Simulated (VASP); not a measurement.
# HfC (P1) in VASP: a series of runs, part 2 of 2

VASP 6.6.1. The steps go on from the part before.

## Step 5: Single point, PBEsol

The input, INCAR:

```
SYSTEM = HfC
PREC     = Accurate       ! precision mode
ENCUT    = 520            ! plane-wave cutoff, eV
EDIFF    = 1E-6           ! SCF threshold, eV
ISMEAR   = -1             ! smearing method
SIGMA    = 0.05           ! smearing width, eV
LREAL    = .False.        ! projectors in reciprocal space
LASPH    = .True.         ! aspherical terms in the spheres
NELM     = 80             ! most SCF steps
ALGO     = Normal         ! electronic algorithm
ISIF     = 2              ! what is computed and relaxed
LWAVE    = .False.        ! write WAVECAR
LCHARG   = .False.        ! write CHGCAR
GGA      = PS             ! functional
NBANDS   = 22             ! bands
```

The input, KPOINTS:

```
Automatic mesh
0
Gamma
  5 5 3
  0 0 0
```

The input, POSCAR:

```
HfC
1.0
    3.3578000000      0.0033400000     -0.0525200000
   -1.6760100000      2.9268900000      0.0114900000
   -0.0817400000     -0.0265400000      5.2508800000
Hf C
2 2
Direct
    0.7301379416      0.3807175372      0.7771679276
    0.2997600000      0.6840500000      0.2451000000
    0.9767700000      0.9808300000      0.9618200000
    0.9706000000      0.9766700000      0.4899200000
```

Potentials or basis: VASP PAW PBE potentials, release 64 (Hf_pv, C).

On the command line:

```console
$ cat potpaw_PBE.64/Hf_pv/POTCAR potpaw_PBE.64/C/POTCAR > POTCAR
$ mpirun -np 1 vasp_std > vasp.out
```

OUTCAR:

```text
SYSTEM = HfC
   PREC = Accurate
   ENCUT = 520
   EDIFF = 1E-6
   ISMEAR = -1
   LREAL = .False.
   LASPH = .True.
   NELM = 80
   ISIF = 2
   GGA = PS

 ion  position               nearest neighbor table
   1  0.730  0.381  0.777-   3 2.01   3 2.12   4 2.32   3 2.43   4 2.45   4 2.64   2 2.92   2 3.23
                             2 3.30   2 3.30   2 3.45   2 3.48
   2  0.300  0.684  0.245-   4 2.24   4 2.31   3 2.31   4 2.45   3 2.51   3 2.53   1 2.92   1 3.23
                             1 3.30   1 3.30   1 3.45   1 3.48
   3  0.977  0.981  0.962-   1 2.01   1 2.12   2 2.31   1 2.43   2 2.51   2 2.53
   4  0.971  0.977  0.490-   2 2.24   2 2.31   1 2.32   1 2.45   2 2.45   1 2.64

  LATTYP: Found a triclinic cell.
 ALAT       =     3.3582123736
 B/A-ratio  =     1.0043459313
 C/A-ratio  =     1.5638031965
 COS(alpha) =     0.0067550878
 COS(beta)  =     0.0312051236
 COS(gamma) =     0.4960476258

  Lattice vectors:

 A1 = (   3.3578000000,   0.0033400000,  -0.0525200000)
 A2 = (   1.6760100000,  -2.9268900000,  -0.0114900000)
 A3 = (   0.0817400000,   0.0265400000,  -5.2508800000)

Analysis of symmetry for initial positions (statically):
=====================================================================
 Subroutine PRICEL returns:
 Original cell was already a primitive cell.

 Routine SETGRP: Setting up the symmetry group for a
 triclinic supercell.

 Subroutine GETGRP returns: Found  1 space group operations
 (whereof  1 operations were pure point group operations)
 out of a pool of  2 trial point group operations.

The static configuration has the point symmetry C_1 .

Analysis of symmetry for dynamics (positions and initial velocities):
=====================================================================
 Subroutine PRICEL returns:
 Original cell was already a primitive cell.

 Routine SETGRP: Setting up the symmetry group for a
 triclinic supercell.

 Subroutine GETGRP returns: Found  1 space group operations
[... 120 lines left out ...]
   EMIN   =  10.00;   EMAX   =-10.00  energy-range for DOS
   EFERMI =   0.00;   METHOD = LEGACY
   ISMEAR =    -1;   SIGMA  =   0.05  broadening in eV -4-tet -1-fermi 0-gaus
   EFERMI_NEDOS =   21; number of points for ismear=-14 and -15
   IALGO  =     38    algorithm
   IMIX   =      4    mixing-type and parameters
     AMIX     =   0.40;   BMIX     =  1.00
     AMIX_MAG =   1.60;   BMIX_MAG =  1.00
  volume/ion in A,a.u.               =      12.91        87.09
  Fermi-wavevector in a.u.,A,eV,Ry     =   1.335118  2.523007 24.252920  1.782539
  Thomas-Fermi vector in A             =   2.463847
   LORBIT       =      0    0 simple, 1 ext, 2 COOP (PROOUT), +10 PAW based schemes
   GGA     = PS    functional components
   LHFCALC =     F    Hartree Fock is set to
   AEXX    =    0.0000 exact exchange contribution
   IVDW    =     0    specifies the selected vdW correction
   LEPSILON=     F    determine dielectric tensor
   LRPA    =     F    only Hartree local field effects (RPA)
 non-spin polarized calculation
  energy-cutoff  :      520.00
  volume of cell :       51.62
 maximum number of plane-waves:      1405
 NGX is ok and might be reduce to    28
   NGX = 13   NGY = 13   NGZ = 19

 number of electron      28.0000000 magnetization

 Free energy of the ion-electron system (eV)
  ---------------------------------------------------
  ext. energy  EPLUGINS =         0.00000000
  ---------------------------------------------------
  free energy    TOTEN  =       -42.24598367 eV

  energy without entropy =      -42.24052702  energy(sigma->0) =      -42.24325534

 E-fermi :   5.7981     XC(G=0): -12.2550

 val. band max:        5.7446041308   @ k =   0.2000  -0.4000   0.3333
 cond. band min:       5.8934179953   @ k =  -0.2000   0.4000   0.3333
 fundamental gap:      0.1488138645
 Fermi energy:         5.7981213815

 k-point     1 :       0.0000    0.0000    0.0000
  band No.  band energies     occupation
      1     -24.6243      2.00000
      2     -24.1484      2.00000
      3     -24.0614      2.00000
      4     -23.8699      2.00000
      5     -23.8281      2.00000
      6     -23.7707      2.00000
[... 589 lines left out ...]
     21      12.4176      0.00000
     22      13.1030      0.00000

 [... further k-points ...]
[... 5 lines left out ...]
  --------------------------------------------------------------------------------------
  -------------------------------------------------------------------------------------
  Total       -1.9157548     -0.5206403      0.3543099     -0.7497734      2.0945216      2.8832374
  in kB      -59.4602394    -16.1593724     10.9968929    -23.2710924     65.0087121     89.4884789
  external PRESSURE =     -21.5409063 kB  Pullay stress =       0.0000000 kB

 VOLUME and BASIS-vectors are now :
 -----------------------------------------------------------------------------
  energy-cutoff  :      520.00
  volume of cell :       51.62
      direct lattice vectors                 reciprocal lattice vectors
     3.357800000  0.003340000 -0.052520000     0.297730452  0.170466284  0.005496348
    -1.676010000  2.926890000  0.011490000    -0.000312744  0.341473736  0.001721073
    -0.081740000 -0.026540000  5.250880000     0.002978624  0.000957812  0.190495478

 POSITION                                       TOTAL-FORCE (eV/Angst)
 -----------------------------------------------------------------------------------
      1.75005      1.09613      4.04684        -2.689689     -3.684650     -4.702444
     -0.15997      1.99664      1.27911         1.312380     -1.186397      2.044642
      1.55730      2.84852      5.01037         1.009030      3.075716      3.097742
      1.58213      2.84884      2.53276         0.368280      1.795332     -0.439940
 -----------------------------------------------------------------------------------
    total drift:                                0.000111      0.000032      0.000238

  FREE ENERGIE OF THE ION-ELECTRON SYSTEM (eV)
  ---------------------------------------------------
  free  energy   TOTEN  =       -42.2459836665 eV

  energy  without entropy=      -42.2405270180  energy(sigma->0) =      -42.24325534
```

OSZICAR:

```text
N       E                     dE             d eps       ncg     rms          rms(c)
DAV:   1     0.855327235136E+02    0.85533E+02   -0.15039E+04  1672   0.122E+03
DAV:   2    -0.425943267364E+02   -0.12813E+03   -0.12246E+03  2092   0.287E+02
DAV:   3    -0.479744094668E+02   -0.53801E+01   -0.53330E+01  2170   0.431E+01
DAV:   4    -0.480350756666E+02   -0.60666E-01   -0.60606E-01  2048   0.500E+00
DAV:   5    -0.480359146864E+02   -0.83902E-03   -0.83890E-03  2250   0.508E-01    0.793E+01
DAV:   6    -0.426794128095E+02    0.53565E+01   -0.47299E+01  1962   0.240E+01    0.566E+01
DAV:   7    -0.424294556532E+02    0.24996E+00   -0.55666E+00  1956   0.103E+01    0.267E+01
DAV:   8    -0.422668021682E+02    0.16265E+00   -0.11667E+00  2240   0.595E+00    0.410E+00
DAV:   9    -0.422475628026E+02    0.19239E-01   -0.14559E-01  2136   0.207E+00    0.205E+00
DAV:  10    -0.422468954228E+02    0.66738E-03   -0.24696E-02  2070   0.902E-01    0.300E-01
DAV:  11    -0.422460139399E+02    0.88148E-03   -0.37069E-03  2166   0.331E-01    0.146E-01
DAV:  12    -0.422459949748E+02    0.18965E-04   -0.61528E-04  2070   0.141E-01    0.147E-01
DAV:  13    -0.422459832644E+02    0.11710E-04   -0.55367E-05  2070   0.480E-02    0.473E-02
DAV:  14    -0.422459836665E+02   -0.40217E-06   -0.42389E-06  2114   0.128E-02
   1 F= -.42245984E+02 E0= -.42243255E+02  d E =-.545665E-02
```

Run time: 70 s. Hardware: 1 thread of Intel Xeon 8259CL, shared host; peak memory 0.2 GiB.

What came out:

| Property | Result |
| --- | --- |
| Free energy | -42.2460 eV |
| Pressure | -2.2 GPa |
| Largest force | 6.552 eV/Å |
| Band gap on the k mesh | zero (band 14 reaches 6.15 eV, above the bottom of band 15 at 5.74 eV) |

Forces in eV/Å, atoms in the order of the input:
```
Hf  -2.690 -3.685 -4.702
Hf   1.312 -1.186  2.045
C    1.009  3.076  3.098
C    0.368  1.795 -0.440
```

Stress tensor (GPa, compression positive):
```
-5.95 -2.33  8.95
-2.33 -1.62  6.50
 8.95  6.50  1.10
```

Levels at points of the mesh, in eV from the Fermi level:
| k point | band 10 | band 11 | band 12 | band 13 | band 14 | band 15 | band 16 | band 17 | band 18 | band 19 |
| --- | --- | --- | --- | --- | --- | --- | --- | --- | --- | --- |
| (0.00, 0.00, 0.00) | -3.14 | -3.00 | -1.54 | -0.63 | 0.36 | 1.21 | 1.80 | 1.92 | 3.03 | 3.26 |

Caveat: the k points lie up to 0.43 Å⁻¹ apart; the PAW data sets were made with another functional, which shifts forces and pressure a little; spin-orbit coupling is left out, which moves the levels of the heavy elements.
